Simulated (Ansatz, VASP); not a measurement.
Al3Cu in VASP and in Ansatz

```
Al Cu
1.0
     2.77841    0.00000    0.00000
     0.00000    2.77841    0.00000
     0.00000    0.00000    7.51340
Al Cu
3 1
Direct
  0.00000 0.00000 0.50000
  0.50000 0.50000 0.22612
  0.50000 0.50000 0.77388
  0.00000 0.00000 0.00000
```

Alike in both runs: task single point; functional r2SCAN; k mesh 8 × 8 × 4; occupations gaussian, width 0.1 eV; no spin polarisation.

|  | VASP | Ansatz |
| --- | --- | --- |
| version | VASP 6.6.1 | Ansatz 0.2.0 |
| potentials or method | VASP PAW PBE potentials, release 64 (Al, Cu), cutoff 520 eV | scalar-relativistic, plane waves, PAW |
| valence electrons in the cell | 20 | 28 |

Ansatz gave:

| Property | Result |
| --- | --- |
| gap on the k mesh at the Fermi level (eV) | none |
| pressure (GPa) | 0.6 |
| traceless stress, the component that is largest in VASP (GPa) | 0.73 |
| rms of the force components (eV/Å) | 0.053 |

Task: What did VASP give for the same quantities?

Result: gap on the k mesh at the Fermi level (eV): none; pressure (GPa): 0.4; traceless stress, the component that is largest in VASP (GPa): 0.67; rms of the force components (eV/Å): 0.044.

VASP's potentials were made for PBE, not for r2SCAN. Atom by atom the forces differ by 0.009 eV/Å (rms over components). A gap of «none» marks a metal or a gap that the smearing closes. The functional is the same, so the differences come from potentials, cutoffs and numerics. VASP's potentials hold 20 valence electrons a cell and Ansatz's 28, so a difference there can come from the potentials and not from the codes.
